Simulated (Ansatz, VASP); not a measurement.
**Two plane-wave programs on Ta**

POSCAR

```
Ta
1.0
    0.0000000000      2.1031454766      2.1031454766
    2.1031454766      0.0000000000      2.1031454766
    2.1031454766      2.1031454766      0.0000000000
Ta
1
Direct
    0.0000000000      0.0000000000      0.0000000000
```

Contents of INCAR.step1:

```
  PREC = Accurate
  ENCUT = 520
  ISMEAR = -1
  SIGMA = 0.08
  LREAL = F
  LASPH = T
  NELM = 100
  NBANDS = 12
  GGA = PE
  ALGO = Normal
  EDIFF = 1E-4
  LWAVE = T
  LCHARG = F
```

The input INCAR.step2:

```
  PREC = Accurate
  ENCUT = 520
  EDIFF = 1E-8
  ISMEAR = -1
  SIGMA = 0.08
  LREAL = F
  LASPH = T
  NELM = 100
  ALGO = Normal
  ISIF = 2
  LWAVE = F
  LCHARG = F
  METAGGA = R2SCAN
  LMIXTAU = T
  LEFG = T
  NBANDS = 12
  ISTART = 1
```

Contents of KPOINTS:

```
regular mesh
0
Gamma
  14 14 14
```

Input for Ansatz:

```yaml
crystal:
  lattice:
    - [0.0, 2.1031454766, 2.1031454766]
    - [2.1031454766, 0.0, 2.1031454766]
    - [2.1031454766, 2.1031454766, 0.0]
  atoms:
    - { symbol: Ta, position: [0.0, 0.0, 0.0] }
kpoints:
  mp_grid: { grid: [14, 14, 14] }
scf:
  occupations: { method: fermi_dirac, width: 0.08 }
hamiltonian:
  xc: r2scan
  pseudopotentials: { kind: paw }
output:
  forces: true
  stress: true
  eigenvalues: true
  efg: { contact_densities: true }
```

Change from the starting cell: volume scaled by 1.025, PAW files.

Alike in both runs: task electric field gradients; functional r2SCAN; k mesh 14 × 14 × 14; occupations fermi-dirac, width 0.08 eV; no spin polarisation.

```csv
,VASP,Ansatz
version,VASP 6.6.1,Ansatz 0.2.0
potentials or method,"VASP PAW PBE potentials, release 64 (Ta_pv)","PAW with Ansatz's default frozen-core files, scalar-relativistic"
plane-wave cutoff (eV),520,500
valence electrons in the cell,11,13
```

```tsv
	VASP	Ansatz	Ansatz less VASP
pressure (GPa)	0.7	0.2	-0.51
```

VASP's potentials were made for PBE, not for r2SCAN. The functional is the same, so the differences come from potentials, cutoffs and numerics. VASP's potentials hold 11 valence electrons a cell and Ansatz's 13, so a difference there can come from the potentials and not from the codes.

Spin-orbit coupling is off throughout.
